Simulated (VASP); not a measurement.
Write the native input for VASP 6.6.1 that does the following.

* Task: single point
* Functional: PBEsol
* Potentials or basis: VASP PAW PBE potentials, release 64 (Pb_d)
* Cutoff: 500 eV
* k mesh: 6 × 6 × 6
* Occupations: methfessel-paxton, width 0.05 eV
* Spin: no spin polarisation
* Dipole correction: no
* Further INCAR settings: ALGO = Normal; EDIFF = 1e-06; NBANDS = 13

The structure of Pb lies in POSCAR:

```
Pb
1.0
    3.1759290101      0.0000000000      0.0000000000
    0.0000000000      3.1759290101      0.0000000000
    0.0000000000      0.0000000000      3.1759290101
Pb
1
Direct
    0.0000000000      0.0000000000      0.0000000000
```

These files were run (other wordings do the same):

INCAR

```
PREC = Accurate ; ENCUT = 500
EDIFF = 1E-6 ; ISMEAR = 1
SIGMA = 0.05 ; LREAL = F
LASPH = T ; NELM = 120
ALGO = Normal ; ISIF = 2
LWAVE = F ; LCHARG = F
GGA = PS ; NBANDS = 13
GGA_COMPAT = F
```

KPOINTS

```
Automatic mesh
0
Gamma
  6 6 6
```

Potentials or basis: VASP PAW PBE potentials, release 64 (Pb_d).

Launch:

```bash
$ cat potpaw_PBE.64/Pb_d/POTCAR > POTCAR
$ mpirun -np 1 vasp_std > vasp.out
```

Results of the run:

The pressure is -0.1 GPa and the band gap on the k mesh is zero (band 7 reaches 11.37 eV, above the bottom of band 8 at 4.32 eV).

Caveat: the PAW data sets were made with another functional, which shifts forces and pressure a little; spin-orbit coupling is left out, which moves the levels of the heavy elements.

Run time: 6.4 s on 1 thread of AMD EPYC 7R43 64-Core Processor (Zen 3), on a shared host, peak memory 0.09 GiB.
